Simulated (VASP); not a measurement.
# NiO2 (P-3m1) in VASP: single point with r2SCAN

Aim: the single point of NiO2 with r2SCAN.

Everything below comes from runs of VASP 6.6.1. Logs are shortened: lines on timing, memory, paths and dates and some standing lists are left out, and cuts for length are marked.

## 1. The cell of the first run

It takes space group P-3m1 (No. 164, trigonal). The conventional cell has a = 2.775 Å, b = 2.775 Å, c = 4.613 Å, α = 90.00°, β = 90.00°, γ = 120.00°. Ni (site symmetry -3m) has 6 O at 1.86 Å within 2.5 Å. Within 2.5 Å of O (site symmetry 3m) lie 3 Ni at 1.86 Å and 3 O at 2.47 Å.

## 2. Single point, r2SCAN

Input file POSCAR:

```
NiO2
1.0
    2.7753669704      0.0000000000      0.0000000000
   -1.3876834852      2.4035383012      0.0000000000
    0.0000000000      0.0000000000      4.6133505369
Ni O
1 2
Direct
    0.0000000000      0.0000000000      0.5000000000
    0.6666666667      0.3333333333      0.7035649627
    0.3333333333      0.6666666667      0.2964350373
```

Input file INCAR.step1:

```
PREC = Accurate
ENCUT = 770
ISMEAR = 0
SIGMA = 0.1
LREAL = F
LASPH = T
NELM = 120
NBANDS = 22
GGA = PE
ALGO = Normal
EDIFF = 1E-5
LWAVE = T
LCHARG = F
GGA_COMPAT = F
```

Input file INCAR.step2:

```
PREC = Accurate
ENCUT = 770
EDIFF = 1E-6
ISMEAR = 0
SIGMA = 0.1
LREAL = F
LASPH = T
NELM = 120
ALGO = Normal
ISIF = 2
LWAVE = F
LCHARG = F
METAGGA = R2SCAN
LMIXTAU = T
NBANDS = 22
ISTART = 1
GGA_COMPAT = F
```

Input file KPOINTS:

```
Automatic mesh
0
Gamma
  6 6 4
```

Potentials or basis: VASP PAW PBE potentials, release 64 (Ni_sv_GW, O).

Started as:

```sh
$ cat potpaw_PBE.64/Ni_sv_GW/POTCAR potpaw_PBE.64/O/POTCAR > POTCAR
$ cp INCAR.step1 INCAR
$ mpirun -np 1 vasp_std > vasp.out
$ cp INCAR.step2 INCAR
$ mpirun -np 1 vasp_std > vasp.out
```

OUTCAR:

```text
PREC = Accurate
   ENCUT = 770
   EDIFF = 1E-6
   ISMEAR = 0
   LREAL = F
   LASPH = T
   NELM = 120
   ISIF = 2
   METAGGA = R2SCAN
   ISTART = 1

 ion  position               nearest neighbor table
   1  0.000  0.000  0.500-   2 1.86   3 1.86   2 1.86   3 1.86   2 1.86   3 1.86
   2  0.667  0.333  0.704-   1 1.86   1 1.86   1 1.86
   3  0.333  0.667  0.296-   1 1.86   1 1.86   1 1.86

  LATTYP: Found a hexagonal cell.
 ALAT       =     2.7753669704
 C/A-ratio  =     1.6622488435

  Lattice vectors:

 A1 = (   2.7753669704,   0.0000000000,   0.0000000000)
 A2 = (  -1.3876834852,   2.4035383012,   0.0000000000)
 A3 = (   0.0000000000,   0.0000000000,   4.6133505369)

Analysis of symmetry for initial positions (statically):
=====================================================================
 Subroutine PRICEL returns:
 Original cell was already a primitive cell.

 Routine SETGRP: Setting up the symmetry group for a
 hexagonal supercell.

 Subroutine GETGRP returns: Found 12 space group operations
 (whereof 12 operations were pure point group operations)
 out of a pool of 24 trial point group operations.

The static configuration has the point symmetry D_3d.

Analysis of symmetry for dynamics (positions and initial velocities):
=====================================================================
 Subroutine PRICEL returns:
 Original cell was already a primitive cell.

 Routine SETGRP: Setting up the symmetry group for a
 hexagonal supercell.

 Subroutine GETGRP returns: Found 12 space group operations
 (whereof 12 operations were pure point group operations)
 out of a pool of 24 trial point group operations.

The dynamic configuration has the point symmetry D_3d.

 Subroutine INISYM returns: Found 12 space group operations
 (whereof 12 operations are pure point group operations),
 and found     1 'primitive' translations

----------------------------------------------------------------------------------------

                                     Primitive cell

  volume of cell :      30.7743

  direct lattice vectors                    reciprocal lattice vectors
     2.775366970  0.000000000  0.000000000     0.360312712  0.208026641  0.000000000
    -1.387683485  2.403538301  0.000000000     0.000000000  0.416053283  0.000000000
     0.000000000  0.000000000  4.613350537     0.000000000  0.000000000  0.216762197

[... 74 lines left out ...]
 SYSTEM =  unknown system
   PREC   = accura    normal or accurate (medium, high low for compatibility)
   ISTART =      1    job   : 0-new  1-cont  2-samecut
   ICHARG =      0    charge: 1-file 2-atom 10-const
   ISPIN  =      1    spin polarized calculation?
   LNONCOLLINEAR =      F non collinear calculations
   LSORBIT =      F    spin-orbit coupling
   LASPH  =      T    aspherical Exc in radial PAW
   ENCUT  =  770.0 eV  56.59 Ry    7.52 a.u.   6.28  6.28 10.44*2*pi/ulx,y,z
   NELM   =    120;   NELMIN=  2; NELMDL=  0     # of ELM steps
   EDIFF  = 0.1E-05   stopping-criterion for ELM
   LREAL  =      F    real-space projection
[... 7 lines left out ...]
   TEBEG  =    0.0;   TEEND  =   0.0 temperature during run
   PSTRESS=    0.0 pullay stress
   NELECT =      30.0000    total number of electrons
   NUPDOWN=      -1.0000    fix difference up-down
   EMIN   =  10.00;   EMAX   =-10.00  energy-range for DOS
   EFERMI =   0.00;   METHOD = LEGACY
   ISMEAR =     0;   SIGMA  =   0.10  broadening in eV -4-tet -1-fermi 0-gaus
   EFERMI_NEDOS =   21; number of points for ismear=-14 and -15
   IALGO  =     38    algorithm
   IMIX   =      4    mixing-type and parameters
     AMIX     =   0.40;   BMIX     =  1.00
     AMIX_MAG =   1.60;   BMIX_MAG =  1.00
  volume/ion in A,a.u.               =      10.26        69.23
  Fermi-wavevector in a.u.,A,eV,Ry     =   1.623252  3.067501 35.850631  2.634947
  Thomas-Fermi vector in A             =   2.716732
   LORBIT       =      0    0 simple, 1 ext, 2 COOP (PROOUT), +10 PAW based schemes
   METAGGA = R2SCAN    functional components
   LHFCALC =     F    Hartree Fock is set to
   AEXX    =    0.0000 exact exchange contribution
   IVDW    =     0    specifies the selected vdW correction
   LEPSILON=     F    determine dielectric tensor
   LRPA    =     F    only Hartree local field effects (RPA)
 non-spin polarized calculation
 Gauss-broadening in eV      SIGMA  =   0.10
  energy-cutoff  :      770.00
  volume of cell :       30.77
 maximum number of plane-waves:      1521
 NGX is ok and might be reduce to    28
   NGX = 13   NGY = 13   NGZ = 21

 number of electron      29.9999999 magnetization

 Free energy of the ion-electron system (eV)
  ---------------------------------------------------
  ext. energy  EPLUGINS =         0.00000000
  ---------------------------------------------------
  free energy    TOTEN  =       -27.57159959 eV

  energy without entropy =      -27.57159959  energy(sigma->0) =      -27.57159959

 E-fermi :   2.4695     XC(G=0): -11.8466

 val. band max:        1.7296550022   @ k =   0.1667   0.0000   0.5000
 cond. band min:       3.2785147792   @ k =   0.3333   0.0000   0.2500
 fundamental gap:      1.5488597770
 Fermi energy:         2.4695033121

 k-point     1 :       0.0000    0.0000    0.0000
  band No.  band energies     occupation
      1    -106.1252      2.00000
      2     -65.0771      2.00000
      3     -65.0771      2.00000
      4     -64.8308      2.00000
      5     -18.8579      2.00000
      6     -16.3448      2.00000
[... 589 lines left out ...]
     21      18.9745      0.00000
     22      19.1492      0.00000

------------------------ aborting loop because EDIFF is reached ----------------------------------------

  FORCE on cell =-STRESS in cart. coord.  units (eV):
  Direction    XX          YY          ZZ          XY          YZ          ZX
  --------------------------------------------------------------------------------------
  -------------------------------------------------------------------------------------
  Total        0.2182156      0.2182156      0.0478699      0.0000000      0.0000000      0.0000000
  in kB       11.3607861     11.3607861      2.4922145      0.0000000      0.0000000      0.0000000
  external PRESSURE =       8.4045955 kB  Pullay stress =       0.0000000 kB

 VOLUME and BASIS-vectors are now :
 -----------------------------------------------------------------------------
  energy-cutoff  :      770.00
  volume of cell :       30.77
      direct lattice vectors                 reciprocal lattice vectors
     2.775366970  0.000000000  0.000000000     0.360312712  0.208026641  0.000000000
    -1.387683485  2.403538301  0.000000000     0.000000000  0.416053283  0.000000000
     0.000000000  0.000000000  4.613350537     0.000000000  0.000000000  0.216762197

 POSITION                                       TOTAL-FORCE (eV/Angst)
 -----------------------------------------------------------------------------------
      0.00000      0.00000      2.30668         0.000000      0.000000      0.000000
      1.38768      0.80118      3.24579        -0.000000      0.000000      0.069862
     -0.00000      1.60236      1.36756         0.000000     -0.000000     -0.069862
 -----------------------------------------------------------------------------------
    total drift:                               -0.000000     -0.000000      0.000000

  FREE ENERGIE OF THE ION-ELECTRON SYSTEM (eV)
  ---------------------------------------------------
  free  energy   TOTEN  =       -27.5715995899 eV

  energy  without entropy=      -27.5715995899  energy(sigma->0) =      -27.57159959
```

OUTCAR.step1:

```text
PREC = Accurate
   ENCUT = 770
   ISMEAR = 0
   LREAL = F
[... 824 lines left out ...]
      0.00000      0.00000      2.30668        -0.000000      0.000000      0.000000
      1.38768      0.80118      3.24579         0.000000     -0.000000      0.443698
     -0.00000      1.60236      1.36756        -0.000000      0.000000     -0.443698
 -----------------------------------------------------------------------------------
    total drift:                               -0.000000     -0.000000      0.000000

  FREE ENERGIE OF THE ION-ELECTRON SYSTEM (eV)
  ---------------------------------------------------
  free  energy   TOTEN  =       -18.4687127420 eV

  energy  without entropy=      -18.4687127420  energy(sigma->0) =      -18.46871274
```

It took 75 s on 1 thread of Intel Xeon 6975P-C (Granite Rapids), shared host; peak memory 0.21 GiB.

Results:

```
Free energy            : -27.5716 eV
Pressure               : 0.8 GPa
Largest force          : 0.070 eV/Å
Band gap on the k mesh : 1.55 eV (least direct gap 1.97 eV)
```

Forces on the atoms (eV/Å):
```
Ni   0.000  0.000  0.000
O    0.000  0.000  0.070
O    0.000  0.000 -0.070
```

Stress tensor (GPa, compression positive):
```
1.14 0.00 0.00
0.00 1.14 0.00
0.00 0.00 0.25
```

Caveat: the k points lie up to 0.44 Å⁻¹ apart; the PAW data sets were made with another functional, which shifts forces and pressure a little; the run has no spin polarisation, though such a crystal can be magnetic.
